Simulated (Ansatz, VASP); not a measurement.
Two plane-wave programs on Os

```xyz
1
Lattice="0.0000 1.9845 1.9845 1.9553 0.0000 1.9845 1.9553 1.9845 0.0000" Properties=species:S:1:pos:R:3 pbc="T T T"
Os    0.0000    0.0000    0.0000
```

Alike in both runs: task single point; functional PBE; k mesh 16 × 16 × 16; occupations gaussian, width 0.1 eV; no spin polarisation.

```csv
,VASP,Ansatz
version,VASP 6.6.1,Ansatz 0.2.0
potentials or method,"VASP PAW PBE potentials, release 64 (Os), cutoff 520 eV","scalar-relativistic, plane waves, PAW"
valence electrons in the cell,8,16
```

|  | VASP | Ansatz | Ansatz less VASP |
| --- | --- | --- | --- |
| gap on the k mesh at the Fermi level (eV) | none | none | - |
| pressure (GPa) | -24.0 | -23.5 | +0.45 |
| traceless stress, the component that is largest in VASP (GPa) | 2.43 | 2.48 | +0.049 |

A gap of «none» marks a metal or a gap that the smearing closes. VASP's potentials hold 8 valence electrons a cell and Ansatz's 16, so a difference there can come from the potentials and not from the codes.

Neither program's run includes spin-orbit coupling.
